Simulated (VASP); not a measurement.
Input of a VASP 6.6.1 run:

Contents of POSCAR:

```
GaSb3
1.0
    0.0000000000      3.6941327877      3.6941327877
    3.6941327877      0.0000000000      3.6941327877
    3.6941327877      3.6941327877      0.0000000000
Sb Ga
3 1
Direct
    0.5000000000      0.5000000000      0.5000000000
    0.7500000000      0.7500000000      0.7500000000
    0.2500000000      0.2500000000      0.2500000000
    0.0000000000      0.0000000000      0.0000000000
```

The input INCAR.step1:

```
  ALGO = Normal
  EDIFF = 1E-4
  ENCUT = 520
  GGA = PE
  ISMEAR = -1
  LASPH = True
  LCHARG = False
  LREAL = False
  LWAVE = True
  NBANDS = 22
  NELM = 100
  PREC = Accurate
  SIGMA = 0.05
```

Contents of INCAR.step2:

```
  ALGO = Normal
  EDIFF = 1E-6
  ENCUT = 520
  ISIF = 2
  ISMEAR = -1
  ISTART = 1
  LASPH = True
  LCHARG = False
  LMIXTAU = True
  LREAL = False
  LWAVE = False
  METAGGA = R2SCAN
  NBANDS = 22
  NELM = 100
  PREC = Accurate
  SIGMA = 0.05
```

Contents of KPOINTS:

```
k-points
0
Gamma
  6 6 6
```

Potentials or basis: VASP PAW PBE potentials, release 64 (Sb, Ga_d).

Command:

```bash
$ cat potpaw_PBE.64/Sb/POTCAR potpaw_PBE.64/Ga_d/POTCAR > POTCAR
$ cp INCAR.step1 INCAR
$ mpirun -np 1 vasp_std > vasp.out
$ cp INCAR.step2 INCAR
$ mpirun -np 1 vasp_std > vasp.out
```

Question: Predict the band gap on the k mesh.

Answer: Zero (band 14 reaches 9.05 eV, above the bottom of band 15 at 5.12 eV).

Question: Predict the pressure.

Answer: -0.1 GPa.

Caveat: the PAW data sets were made with another functional, which shifts forces and pressure a little; spin-orbit coupling is left out, which moves the levels of the heavy elements.
